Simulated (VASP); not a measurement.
# Gd2YN3 (P-3m1) in VASP: relaxation of cell and atoms with PBE

Aim: the relaxation of cell and atoms of Gd2YN3 with PBE.

All numbers are computed with VASP 6.6.1; they aren't measurements. Logs are shortened: lines on timing, memory, paths and dates and some standing lists are left out, and cuts for length are marked.

### 1 The cell of the first run

Symmetry: P-3m1, No. 164, trigonal system. The conventional cell has a = 3.536 Å, b = 3.536 Å, c = 8.675 Å, α = 90.00°, β = 90.00°, γ = 120.00°. Y (site symmetry -3m) has 6 N at 2.50 Å within 3.3 Å. Gd (site symmetry 3m) has 6 N at 2.50 Å within 3.3 Å. Within 3.3 Å of N (site symmetry 3m) lie 3 Gd at 2.50 Å and 3 Y at 2.50 Å. Within 3.3 Å of N (site symmetry -3m) lie 6 Gd at 2.50 Å.

### 2 Relaxation of cell and atoms, PBE, collinear spin, ferromagnetic start

Contents of INCAR:

```
SYSTEM = Gd2YN3
PREC = Accurate ; ENCUT = 600
EDIFF = 1E-6 ; ISMEAR = 0
SIGMA = 0.15 ; LREAL = .FALSE.
LASPH = .TRUE. ; NELM = 150
ALGO = Normal ; ISIF = 3
LWAVE = .FALSE. ; LCHARG = .FALSE.
ISPIN = 2 ; MAGMOM = 0 7 7 0 0 0
LORBIT = 11 ; LMAXMIX = 6
GGA = PE ; IBRION = 2
NSW = 36 ; EDIFFG = -0.08
```

Contents of KPOINTS:

```
regular mesh
0
G
  4 4 2
  0 0 0
```

Contents of POSCAR:

```
Gd2YN3
1.0
    3.5364873900      0.0000000000      0.0000000000
   -1.7682436900      3.0626879200      0.0000000000
    0.0000000000      0.0000000000      8.6749733400
Y Gd N
1 2 3
Direct
    0.0000000000      0.0000000000      0.0000000000
    0.3333333300      0.6666666700      0.3333300000
    0.6666666700      0.3333333300      0.6666700000
    0.6666666700      0.3333333300      0.1666700000
    0.3333333300      0.6666666700      0.8333300000
    0.0000000000      0.0000000000      0.5000000000
```

Potentials or basis: VASP PAW PBE potentials, release 64 (Y_sv, Gd, N).

On the command line:

```console
$ cat potpaw_PBE.64/Y_sv/POTCAR potpaw_PBE.64/Gd/POTCAR potpaw_PBE.64/N/POTCAR > POTCAR
$ mpirun -np 1 vasp_std > vasp.out
```

OUTCAR:

```text
SYSTEM = Gd2YN3
   PREC = Accurate
   ENCUT = 600
   EDIFF = 1E-6
   ISMEAR = 0
   LREAL = .FALSE.
   LASPH = .TRUE.
   NELM = 150
   ISIF = 3
   ISPIN = 2
   LORBIT = 11
   GGA = PE
   IBRION = 2
   NSW = 36
   EDIFFG = -0.08

 ion  position               nearest neighbor table
   1  0.000  0.000  0.000-   4 2.50   5 2.50   5 2.50   4 2.50   4 2.50   5 2.50   2 3.54   3 3.54
                             2 3.54   3 3.54   2 3.54   3 3.54
   2  0.333  0.667  0.333-   4 2.50   4 2.50   4 2.50   6 2.50   6 2.50   6 2.50   1 3.54   1 3.54
                             1 3.54   3 3.54   3 3.54   3 3.54
   3  0.667  0.333  0.667-   5 2.50   5 2.50   5 2.50   6 2.50   6 2.50   6 2.50   1 3.54   1 3.54
                             1 3.54   2 3.54   2 3.54   2 3.54
   4  0.667  0.333  0.167-   2 2.50   2 2.50   2 2.50   1 2.50   1 2.50   1 2.50
   5  0.333  0.667  0.833-   3 2.50   3 2.50   3 2.50   1 2.50   1 2.50   1 2.50
   6  0.000  0.000  0.500-   2 2.50   3 2.50   2 2.50   3 2.50   3 2.50   2 2.50

  LATTYP: Found a hexagonal cell.
 ALAT       =     3.5364873900
 C/A-ratio  =     2.4529914526

  Lattice vectors:

 A1 = (   3.5364873900,   0.0000000000,   0.0000000000)
 A2 = (  -1.7682436900,   3.0626879200,   0.0000000000)
 A3 = (   0.0000000000,   0.0000000000,   8.6749733400)

Analysis of symmetry for initial positions (statically):
=====================================================================
 Subroutine PRICEL returns:
 Original cell was already a primitive cell.

 Routine SETGRP: Setting up the symmetry group for a
 hexagonal supercell.

 Subroutine GETGRP returns: Found 12 space group operations
 (whereof 12 operations were pure point group operations)
 out of a pool of 24 trial point group operations.

The static configuration has the point symmetry D_3d.

Analysis of symmetry for dynamics (positions and initial velocities):
=====================================================================
 Subroutine PRICEL returns:
 Original cell was already a primitive cell.

 Routine SETGRP: Setting up the symmetry group for a
 hexagonal supercell.

 Subroutine GETGRP returns: Found 12 space group operations
 (whereof 12 operations were pure point group operations)
 out of a pool of 24 trial point group operations.

The dynamic configuration has the point symmetry D_3d.

Analysis of structural, dynamic, and magnetic symmetry:
=====================================================================
 Subroutine PRICEL returns:
 Original cell was already a primitive cell.

 Routine SETGRP: Setting up the symmetry group for a
 hexagonal supercell.

 Subroutine GETGRP returns: Found 12 space group operations
 (whereof 12 operations were pure point group operations)
 out of a pool of 24 trial point group operations.

The overall configuration has the point symmetry D_3d.

 Subroutine INISYM returns: Found 12 space group operations
 (whereof 12 operations are pure point group operations),
 and found     1 'primitive' translations

----------------------------------------------------------------------------------------

                                     Primitive cell

  volume of cell :      93.9600

  direct lattice vectors                    reciprocal lattice vectors
     3.536487390  0.000000000  0.000000000     0.282766454  0.163255288  0.000000000
    -1.768243690  3.062687920  0.000000000     0.000000000  0.326510577  0.000000000
     0.000000000  0.000000000  8.674973340     0.000000000  0.000000000  0.115274129

  length of vectors
     3.536487390  3.536487388  8.674973340     0.326510577  0.326510577  0.115274129

  position of ions in fractional coordinates (direct lattice)
     0.000000000  0.000000000  0.000000000
     0.333333330  0.666666670  0.333330000
     0.666666670  0.333333330  0.666670000
     0.666666670  0.333333330  0.166670000
     0.333333330  0.666666670  0.833330000
     0.000000000  0.000000000  0.500000000

  ion indices of the primitive-cell ions
[... 60 lines left out ...]
   ENCUT  =  600.0 eV  44.10 Ry    6.64 a.u.   7.06  7.06 17.33*2*pi/ulx,y,z
   NELM   =    150;   NELMIN=  2; NELMDL= -5     # of ELM steps
   EDIFF  = 0.1E-05   stopping-criterion for ELM
   LREAL  =      F    real-space projection
   EDIFFG = -.8E-01   stopping-criterion for IOM
   NSW    =     36    number of steps for IOM
   IBRION =      2    ionic relax: 0-MD 1-quasi-New 2-CG
   NFREE  =      1    steps in history (QN), initial steepest desc. (CG)
   ISIF   =      3    stress and relaxation
   ISYM   =      2    0-nonsym 1-usesym 2-fastsym
   POTIM  = 0.5000    time-step for ionic-motion
   TEBEG  =    0.0;   TEEND  =   0.0 temperature during run
   PSTRESS=    0.0 pullay stress
   NELECT =      62.0000    total number of electrons
   NUPDOWN=      -1.0000    fix difference up-down
   EMIN   =  10.00;   EMAX   =-10.00  energy-range for DOS
   EFERMI =   0.00;   METHOD = LEGACY
   ISMEAR =     0;   SIGMA  =   0.15  broadening in eV -4-tet -1-fermi 0-gaus
   EFERMI_NEDOS =   21; number of points for ismear=-14 and -15
   IALGO  =     38    algorithm
   IMIX   =      4    mixing-type and parameters
     AMIX     =   0.40;   BMIX     =  1.00
     AMIX_MAG =   1.60;   BMIX_MAG =  1.00
  volume/ion in A,a.u.               =      15.66       105.68
  Fermi-wavevector in a.u.,A,eV,Ry     =   1.425250  2.693332 27.638026  2.031338
  Thomas-Fermi vector in A             =   2.545654
   LORBIT       =     11    0 simple, 1 ext, 2 COOP (PROOUT), +10 PAW based schemes
   GGA     = PE    functional components
   LHFCALC =     F    Hartree Fock is set to
   AEXX    =    0.0000 exact exchange contribution
   IVDW    =     0    specifies the selected vdW correction
   LEPSILON=     F    determine dielectric tensor
   LRPA    =     F    only Hartree local field effects (RPA)
 conjugate gradient relaxation of ions
 spin polarized calculation
 Gauss-broadening in eV      SIGMA  =   0.15
  energy-cutoff  :      600.00
  volume of cell :       93.96
 maximum number of plane-waves:      3149
   NGX = 15   NGY = 15   NGZ = 35

--------------------------------------- Ionic step        1  -------------------------------------------

 number of electron      62.0000003 magnetization       8.6788709

 number of electron      62.0000003 magnetization      13.5727047

 Free energy of the ion-electron system (eV)
  ---------------------------------------------------
  ext. energy  EPLUGINS =         0.00000000
  ---------------------------------------------------
  free energy    TOTEN  =       -64.66797985 eV

  energy without entropy =      -64.66572691  energy(sigma->0) =      -64.66685338

------------------------ aborting loop EDIFF was not reached (unconverged)  ----------------------------

  FORCE on cell =-STRESS in cart. coord.  units (eV):
  Direction    XX          YY          ZZ          XY          YZ          ZX
  --------------------------------------------------------------------------------------
  -------------------------------------------------------------------------------------
  Total      -10.2733244    -10.2733244     -7.5733368     -0.0000000      0.0000000      0.0000000
  in kB     -175.1776024   -175.1776024   -129.1382338     -0.0000003      0.0000000      0.0000000
  external PRESSURE =    -159.8311462 kB  Pullay stress =       0.0000000 kB
[... 107 lines left out ...]
  FREE ENERGIE OF THE ION-ELECTRON SYSTEM (eV)
  ---------------------------------------------------
  free  energy   TOTEN  =       -64.5763703170 eV

  energy  without entropy=      -64.5738526629  energy(sigma->0) =      -64.57511149

[... ionic steps 4 to 11 ...]

--------------------------------------- Ionic step       12  -------------------------------------------

 number of electron      61.9999992 magnetization     -13.9976012

------------------------ aborting loop because EDIFF is reached ----------------------------------------
[... 75 lines left out ...]
--------------------------------------- Ionic step       14  -------------------------------------------

 number of electron      61.9999991 magnetization     -13.9976419

 Free energy of the ion-electron system (eV)
  ---------------------------------------------------
  ext. energy  EPLUGINS =         0.00000000
  ---------------------------------------------------
  free energy    TOTEN  =       -64.59725461 eV

  energy without entropy =      -64.59534697  energy(sigma->0) =      -64.59630079

 E-fermi :   3.9711     XC(G=0): -11.4548

 val. band max:        3.7495203459   @ k =   0.5000   0.0000   0.0000
 cond. band min:       4.1721925949   @ k =   0.0000   0.0000   0.0000
 fundamental gap:      0.4226722490
 Fermi energy:         3.9711385921

 spin component 1

 k-point     1 :       0.0000    0.0000    0.0000
  band No.  band energies     occupation
      1     -37.1078      1.00000
      2     -36.5333      1.00000
      3     -36.4755      1.00000
      4     -17.4269      1.00000
      5     -16.8711      1.00000
      6     -16.8711      1.00000
[... 357 lines left out ...]
     42       8.3596      0.00000
     43       9.9246      0.00000
 Fermi energy:         3.9711385921

 spin component 2

 k-point     1 :       0.0000    0.0000    0.0000
  band No.  band energies     occupation
      1     -39.6355      1.00000
      2     -39.5879      1.00000
      3     -37.1233      1.00000
      4     -17.6223      1.00000
      5     -17.5735      1.00000
      6     -16.9008      1.00000
[... 357 lines left out ...]
     42       7.6626      0.00000
     43       9.6783      0.00000
 [bands above 43 left out]

------------------------ aborting loop because EDIFF is reached ----------------------------------------

  FORCE on cell =-STRESS in cart. coord.  units (eV):
  Direction    XX          YY          ZZ          XY          YZ          ZX
  --------------------------------------------------------------------------------------
  -------------------------------------------------------------------------------------
  Total       -0.2459416     -0.2459416      0.3086537     -0.0000000      0.0000000     -0.0000000
  in kB       -4.3070974     -4.3070974      5.4053527     -0.0000000      0.0000000     -0.0000000
  external PRESSURE =      -1.0696140 kB  Pullay stress =       0.0000000 kB
[... 21 lines left out ...]
  FREE ENERGIE OF THE ION-ELECTRON SYSTEM (eV)
  ---------------------------------------------------
  free  energy   TOTEN  =       -64.5972546141 eV

  energy  without entropy=      -64.5953469655  energy(sigma->0) =      -64.59630079

 reached required accuracy - stopping structural energy minimisation

 total charge

# of ion       s       p       d       f       tot
--------------------------------------------------
    1        2.188   6.505   1.022   0.084   9.800
    2        2.034   5.665   0.535   7.002  15.236
    3        2.034   5.665   0.535   7.002  15.236
    4        1.243   2.384   0.000   0.000   3.627
    5        1.243   2.384   0.000   0.000   3.627
    6        1.247   2.380   0.000   0.000   3.627
--------------------------------------------------
tot          9.989  24.983   2.093  14.088  51.153

 magnetization (x)

# of ion       s       p       d       f       tot
--------------------------------------------------
    1        0.001   0.000  -0.045   0.001  -0.043
    2        0.005   0.080  -0.079  -6.800  -6.794
    3        0.005   0.080  -0.079  -6.800  -6.794
    4        0.004   0.051   0.000   0.000   0.055
    5        0.004   0.051   0.000   0.000   0.055
    6        0.007   0.081   0.000   0.000   0.088
--------------------------------------------------
tot          0.028   0.341  -0.203 -13.599 -13.434
```

Wall time 35 min (1 thread of Intel Xeon 6975P-C (Granite Rapids), shared host); peak memory 0.38 GiB.

Results:

```
Free energy                                           : -64.5973 eV
Relaxed volume                                        : 15.25 Å³/atom
Relaxed cell                                          : a = 3.513 Å, b = 3.513 Å, c = 8.562 Å, α = 90.00°, β = 90.00°, γ = 120.00°
Space group after relaxing (to 0.1 Å)                 : P-3m1 (No. 164)
Ionic steps                                           : 14
Pressure after relaxing                               : -0.1 GPa
Largest force after relaxing                          : 0.072 eV/Å
Band gap on the k mesh                                : zero (filled and empty bands overlap)
Net moment                                            : -14.00 μB per cell
Site moments                                          : Y -0.04; Gd -6.79; N +0.06, +0.09 (each value once) μB
Valence electrons inside the program's atomic spheres : Y 9.80; Gd 15.24; N 3.63
```

Forces in eV/Å, atoms in the order of the input:
```
Y    0.000  0.000  0.000
Gd   0.000  0.000  0.007
Gd   0.000  0.000 -0.007
N    0.000  0.000 -0.072
N    0.000  0.000  0.072
N    0.000  0.000  0.000
```

Stress tensor (GPa, compression positive):
```
-0.43  0.00  0.00
 0.00 -0.43  0.00
 0.00  0.00  0.54
```

The path:
| step | energy change (eV) | largest force (eV/Å) | pressure (GPa) | volume (Å³) |
| --- | --- | --- | --- | --- |
| 1 | 0.0000 | 0.4892 | -15.98 | 93.96 |
| 2 | 2.2448 | 0.3323 | 48.05 | 74.26 |
| 3 | 0.0916 | 0.2133 | 2.84 | 89.85 |
| 4 | 0.0835 | 0.2186 | 1.56 | 90.42 |
| 5 | 0.0787 | 0.2235 | 0.43 | 91.08 |
| 6 | 0.0782 | 0.2256 | 0.13 | 91.31 |
| 7 | 0.0781 | 0.2272 | 0.25 | 91.39 |
| 8 | 0.0860 | 0.2355 | -2.01 | 92.67 |
| 9 | 0.0781 | 0.2273 | 0.24 | 91.53 |
| 10 | 0.0804 | 0.2312 | -1.18 | 92.10 |
| 11 | 0.0783 | 0.2282 | -0.15 | 91.62 |
| 12 | 0.0722 | 0.1425 | -0.20 | 91.55 |
| 13 | 0.0722 | 0.0781 | -0.04 | 91.43 |
| 14 | 0.0707 | 0.0719 | -0.11 | 91.49 |

Final structure:
```cif
data_structure
_symmetry_space_group_name_H-M 'P 1'
_symmetry_Int_Tables_number 1
_cell_length_a 3.5127
_cell_length_b 3.5127
_cell_length_c 8.5616
_cell_angle_alpha 90.000
_cell_angle_beta 90.000
_cell_angle_gamma 120.000
_cell_volume 91.49
loop_
_atom_site_label
_atom_site_type_symbol
_atom_site_fract_x
_atom_site_fract_y
_atom_site_fract_z
_atom_site_occupancy
Y1 Y 0.00000 0.00000 0.00000 1
Gd1 Gd 0.33333 0.66667 0.33199 1
Gd2 Gd 0.66667 0.33333 0.66801 1
N1 N 0.66667 0.33333 0.16463 1
N2 N 0.33333 0.66667 0.83537 1
N3 N 0.00000 0.00000 0.50000 1
```

Caveat: the k points lie up to 0.52 Å⁻¹ apart in the final cell; spin-orbit coupling is left out, which moves the levels of the heavy elements; semilocal functionals describe open f shells poorly, which spoils levels, moments and volumes; the relaxation stopped at a loose force limit of 0.08 eV/Å, so its end isn't a converged minimum.

The gap in the log of VASP goes by the Fermi energy; the results here count the filled bands.